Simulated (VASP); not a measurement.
# Rb in VASP: single point with PBE

Aim: the single point of Rb with PBE.

All numbers are computed with VASP 6.6.1; they aren't measurements. Logs are shortened: lines on timing, memory, paths and dates and some standing lists are left out, and cuts for length are marked.

## 1. The cell of the first run

The cell holds a sheet with vacuum, 4 atoms: a = 9.651 Å, b = 4.754 Å, c = 31.795 Å, α = 90.00°, β = 90.00°, γ = 89.41°.

## 2. Single point, PBE

INCAR

```
ALGO = Normal
DIPOL = 0.5 0.5 0.267
EDIFF = 1E-7
ENCUT = 520
GGA = PE
IDIPOL = 3
ISIF = 2
ISMEAR = 0
LASPH = T
LCHARG = F
LDIPOL = T
LREAL = F
LWAVE = F
NBANDS = 26
NELM = 60
PREC = Accurate
SIGMA = 0.2
```

KPOINTS

```
k-points
0
Gamma
  4 6 1
```

POSCAR

```
Rb
1.0
    9.6505750024      0.0492321339      0.0000000000
    0.0246160670      4.7541427572      0.0000000000
    0.0000000000      0.0000000000     31.7945025011
Rb
4
Direct
   -0.0020759078      0.5215739796      0.2022308209
    0.4919214375      0.4841204346      0.2077300222
    0.2608499935      0.0282196055      0.3279383789
    0.7493044768     -0.0339140197      0.3314680372
```

Potentials or basis: VASP PAW PBE potentials, release 64 (Rb_sv).

On the command line:

```
> cat potpaw_PBE.64/Rb_sv/POTCAR > POTCAR
> mpirun -np 1 vasp_std > vasp.out
```

OUTCAR:

```text
EDIFF = 1E-7
   ENCUT = 520
   GGA = PE
   ISIF = 2
   ISMEAR = 0
   LASPH = T
   LREAL = F
   NELM = 60
   PREC = Accurate

 ion  position               nearest neighbor table
   1  0.998  0.522  0.202-   2 4.77   2 4.89   4 5.20   3 5.27   3 5.32   4 5.45
   2  0.492  0.484  0.208-   1 4.77   1 4.89   3 4.94   3 5.11   4 5.20   4 5.25
   3  0.261  0.028  0.328-   4 4.72   2 4.94   4 4.95   2 5.11   1 5.27   1 5.32
   4  0.749  0.966  0.331-   3 4.72   3 4.95   1 5.20   2 5.20   2 5.25   1 5.45

  LATTYP: Found a simple monoclinic cell.
 ALAT       =     4.7542064855
 B/A-ratio  =     6.6876570461
 C/A-ratio  =     2.0299287819
 COS(beta)  =    -0.0102790140

  Lattice vectors:

 A1 = (   0.0246160670,   4.7541427572,   0.0000000000)
 A2 = (   0.0000000000,   0.0000000000, -31.7945025011)
 A3 = (  -9.6505750024,  -0.0492321339,   0.0000000000)

Analysis of symmetry for initial positions (statically):
=====================================================================
 Subroutine PRICEL returns:
 Original cell was already a primitive cell.

 Routine SETGRP: Setting up the symmetry group for a
 simple monoclinic supercell.

 Subroutine GETGRP returns: Found  1 space group operations
 (whereof  1 operations were pure point group operations)
 out of a pool of  4 trial point group operations.

The static configuration has the point symmetry C_1 .

Analysis of symmetry for dynamics (positions and initial velocities):
=====================================================================
 Subroutine PRICEL returns:
 Original cell was already a primitive cell.

 Routine SETGRP: Setting up the symmetry group for a
 simple monoclinic supercell.

 Subroutine GETGRP returns: Found  1 space group operations
 (whereof  1 operations were pure point group operations)
 out of a pool of  4 trial point group operations.

The dynamic configuration has the point symmetry C_1 .

 Subroutine INISYM returns: Found  1 space group operations
 (whereof  1 operations are pure point group operations),
 and found     1 'primitive' translations

----------------------------------------------------------------------------------------

                                     Primitive cell

  volume of cell :    1458.7000

  direct lattice vectors                    reciprocal lattice vectors
     9.650575002  0.049232134  0.000000000     0.103623506 -0.000536543  0.000000000
     0.024616067  4.754142757  0.000000000    -0.001073086  0.210348420  0.000000000
     0.000000000  0.000000000 31.794502501     0.000000000  0.000000000  0.031451978

  length of vectors
     9.650700580  4.754206485 31.794502501     0.103624895  0.210351157  0.031451978

  position of ions in fractional coordinates (direct lattice)
     0.997924092  0.521573980  0.202230821
     0.491921437  0.484120435  0.207730022
     0.260849994  0.028219605  0.327938379
     0.749304477  0.966085980  0.331468037

  ion indices of the primitive-cell ions
   primitive index   ion index
                 1           1
                 2           2
                 3           3
                 4           4

----------------------------------------------------------------------------------------

 KPOINTS: k-points

Automatic generation of k-mesh.
 Grid dimensions read from file:
 generate k-points for:    4    6    1

 Generating k-lattice:

  Cartesian coordinates                     Fractional coordinates (reciprocal lattice)
     0.025905876 -0.000134136  0.000000000     0.250000000  0.000000000  0.000000000
    -0.000178848  0.035058070  0.000000000    -0.000000000  0.166666667  0.000000000
     0.000000000  0.000000000  0.031451978     0.000000000  0.000000000  1.000000000

  Length of vectors
     0.025906224  0.035058526  0.031451978

  Shift w.r.t. Gamma in fractional coordinates (k-lattice)
     0.000000000  0.000000000  0.000000000

 Subroutine IBZKPT returns following result:
 ===========================================

 Found     14 irreducible k-points:

 Following reciprocal coordinates:
            Coordinates               Weight
  0.000000  0.000000  0.000000      1.000000
  0.250000  0.000000  0.000000      2.000000
  0.500000  0.000000  0.000000      1.000000
 -0.000000  0.166667  0.000000      2.000000
  0.250000  0.166667  0.000000      2.000000
  0.500000  0.166667  0.000000      2.000000
 -0.250000  0.166667  0.000000      2.000000
  0.000000  0.333333  0.000000      2.000000
  0.250000  0.333333  0.000000      2.000000
  0.500000  0.333333  0.000000      2.000000
 -0.250000  0.333333  0.000000      2.000000
  0.000000  0.500000  0.000000      1.000000
  0.250000  0.500000  0.000000      2.000000
  0.500000  0.500000  0.000000      1.000000
   k-points           NKPTS =     14   k-points in BZ     NKDIM =     14   number of bands    NBANDS=     26
   number of dos      NEDOS =    301   number of ions     NIONS =      4
   total plane-waves  NPLWV = 622080
   dimension x,y,z NGX =    72 NGY =   36 NGZ =  240
   dimension x,y,z NGXF=   144 NGYF=   72 NGZF=  480
   ions per type =               4
   NGX,Y,Z   is equivalent  to a cutoff of  12.40, 12.59, 12.55 a.u.
   NGXF,Y,Z  is equivalent  to a cutoff of  24.81, 25.18, 25.10 a.u.
 SYSTEM =  unknown system
   PREC   = accura    normal or accurate (medium, high low for compatibility)
   ISTART =      0    job   : 0-new  1-cont  2-samecut
   ICHARG =      2    charge: 1-file 2-atom 10-const
   ISPIN  =      1    spin polarized calculation?
   LNONCOLLINEAR =      F non collinear calculations
   LSORBIT =      F    spin-orbit coupling
   LASPH  =      T    aspherical Exc in radial PAW
   ENCUT  =  520.0 eV  38.22 Ry    6.18 a.u.  17.94  8.84 59.12*2*pi/ulx,y,z
   NELM   =     60;   NELMIN=  2; NELMDL= -5     # of ELM steps
   EDIFF  = 0.1E-06   stopping-criterion for ELM
   LREAL  =      F    real-space projection
   EDIFFG = 0.1E-05   stopping-criterion for IOM
   NSW    =      0    number of steps for IOM
   IBRION =     -1    ionic relax: 0-MD 1-quasi-New 2-CG
   NFREE  =      0    steps in history (QN), initial steepest desc. (CG)
   ISIF   =      2    stress and relaxation
   ISYM   =      2    0-nonsym 1-usesym 2-fastsym
   POTIM  = 0.5000    time-step for ionic-motion
   TEBEG  =    0.0;   TEEND  =   0.0 temperature during run
   PSTRESS=    0.0 pullay stress
   NELECT =      36.0000    total number of electrons
   NUPDOWN=      -1.0000    fix difference up-down
   EMIN   =  10.00;   EMAX   =-10.00  energy-range for DOS
   EFERMI =   0.00;   METHOD = LEGACY
   ISMEAR =     0;   SIGMA  =   0.20  broadening in eV -4-tet -1-fermi 0-gaus
   EFERMI_NEDOS =   21; number of points for ismear=-14 and -15
   IALGO  =     38    algorithm
   IMIX   =      4    mixing-type and parameters
     AMIX     =   0.40;   BMIX     =  1.00
     AMIX_MAG =   1.60;   BMIX_MAG =  1.00
  volume/ion in A,a.u.               =     364.67      2460.95
  Fermi-wavevector in a.u.,A,eV,Ry     =   0.476636  0.900712  3.090999  0.227182
  Thomas-Fermi vector in A             =   1.472134
   LORBIT       =      0    0 simple, 1 ext, 2 COOP (PROOUT), +10 PAW based schemes
   GGA     = PE    functional components
   LHFCALC =     F    Hartree Fock is set to
   AEXX    =    0.0000 exact exchange contribution
   IVDW    =     0    specifies the selected vdW correction
   LEPSILON=     F    determine dielectric tensor
   LRPA    =     F    only Hartree local field effects (RPA)
 non-spin polarized calculation
 Gauss-broadening in eV      SIGMA  =   0.20
  energy-cutoff  :      520.00
  volume of cell :     1458.70
 maximum number of plane-waves:     39366
   NGX = 35   NGY = 17   NGZ =119

 dipolmoment           0.000000      0.000000     -0.000092 electrons x Angstroem

 number of electron      36.0000000 magnetization

 dipolmoment           0.000000      0.000000      0.000042 electrons x Angstroem

 Free energy of the ion-electron system (eV)
  ---------------------------------------------------
  ext. energy  EPLUGINS =         0.00000000
  ---------------------------------------------------
  free energy    TOTEN  =        -3.26189724 eV

  energy without entropy =       -3.18375165  energy(sigma->0) =       -3.22282444

 E-fermi :  -1.6337     XC(G=0):  -1.7931

 val. band max:       -1.6749661763   @ k =   0.5000   0.1667   0.0000
 cond. band min:      -1.6019705239   @ k =   0.0000   0.0000   0.0000
 fundamental gap:      0.0729956524
 Fermi energy:        -1.6336978306

 k-point     1 :       0.0000    0.0000    0.0000
  band No.  band energies     occupation
      1     -30.7837      2.00000
      2     -30.7785      2.00000
      3     -30.7650      2.00000
      4     -30.7602      2.00000
      5     -14.8978      2.00000
      6     -14.8966      2.00000
[... 18 lines left out ...]
     25       0.1021      0.00000
     26       0.1528      0.00000

 k-point     2 :       0.2500    0.0000    0.0000
  band No.  band energies     occupation
      1     -30.7837      2.00000
      2     -30.7785      2.00000
      3     -30.7651      2.00000
      4     -30.7603      2.00000
      5     -14.8895      2.00000
      6     -14.8886      2.00000
[... 18 lines left out ...]
     25       0.1688      0.00000
     26       0.4587      0.00000

 k-point     3 :       0.5000    0.0000    0.0000
  band No.  band energies     occupation
      1     -30.7837      2.00000
      2     -30.7784      2.00000
      3     -30.7651      2.00000
      4     -30.7603      2.00000
      5     -14.8857      2.00000
      6     -14.8825      2.00000
[... 282 lines left out ...]
 k-point    13 :       0.2500    0.5000    0.0000
  band No.  band energies     occupation
      1     -30.7808      2.00000
      2     -30.7756      2.00000
      3     -30.7621      2.00000
      4     -30.7574      2.00000
      5     -14.9068      2.00000
      6     -14.9033      2.00000
[... 18 lines left out ...]
     25       0.2120      0.00000
     26       0.2327      0.00000

 k-point    14 :       0.5000    0.5000    0.0000
  band No.  band energies     occupation
      1     -30.7807      2.00000
      2     -30.7755      2.00000
      3     -30.7622      2.00000
      4     -30.7575      2.00000
      5     -14.9058      2.00000
      6     -14.9018      2.00000
[... 18 lines left out ...]
     25       0.3352      0.00000
     26       0.3590      0.00000

------------------------ aborting loop because EDIFF is reached ----------------------------------------

 vacuum level on the upper side and lower side of the slab       (xc-potential included)        -0.004        -0.004

  FORCE on cell =-STRESS in cart. coord.  units (eV):
  Direction    XX          YY          ZZ          XY          YZ          ZX
  --------------------------------------------------------------------------------------
  -------------------------------------------------------------------------------------
  Total       -0.2267461     -0.2328210     -0.1418233      0.0108322     -0.0026542     -0.0505740
  in kB       -0.2490488     -0.2557212     -0.1557731      0.0118977     -0.0029152     -0.0555484
  external PRESSURE =      -0.2201810 kB  Pullay stress =       0.0000000 kB

 VOLUME and BASIS-vectors are now :
 -----------------------------------------------------------------------------
  energy-cutoff  :      520.00
  volume of cell :     1458.70
      direct lattice vectors                 reciprocal lattice vectors
     9.650575002  0.049232134  0.000000000     0.103623506 -0.000536543  0.000000000
     0.024616067  4.754142757  0.000000000    -0.001073086  0.210348420  0.000000000
     0.000000000  0.000000000 31.794502501     0.000000000  0.000000000  0.031451978

 POSITION                                       TOTAL-FORCE (eV/Angst)
 -----------------------------------------------------------------------------------
      9.64338      2.52877      6.42983        -0.017311      0.002172      0.038653
      4.75924      2.32580      6.60467         0.032417     -0.001682     -0.005611
      2.51805      0.14700     10.42664        -0.051730      0.003452     -0.001944
      7.25500      4.62980     10.53886         0.036624     -0.003943     -0.031097
 -----------------------------------------------------------------------------------
    total drift:                                0.000010      0.000032     -0.000004

  FREE ENERGIE OF THE ION-ELECTRON SYSTEM (eV)
  ---------------------------------------------------
  free  energy   TOTEN  =        -3.2618972403 eV

  energy  without entropy=       -3.1837516457  energy(sigma->0) =       -3.22282444

 vacuum level on the upper side and lower side of the slab         0.622         0.622
```

Run time: 20 min. Hardware: 1 thread of Intel Xeon Platinum 8275CL at 3.00GHz (Skylake/Cascade Lake), shared host; peak memory 1.2 GiB.

Results:

```
Free energy            : -3.2619 eV
Largest force          : 0.052 eV/Å
Band gap on the k mesh : zero (bands 18 and 19 overlap by 1.07 eV)
```

Forces on the atoms (eV/Å):
```
Rb  -0.017  0.002  0.039
Rb   0.032 -0.002 -0.006
Rb  -0.052  0.003 -0.002
Rb   0.037 -0.004 -0.031
```

The gap in the log of VASP goes by the Fermi energy; the results here count the filled bands.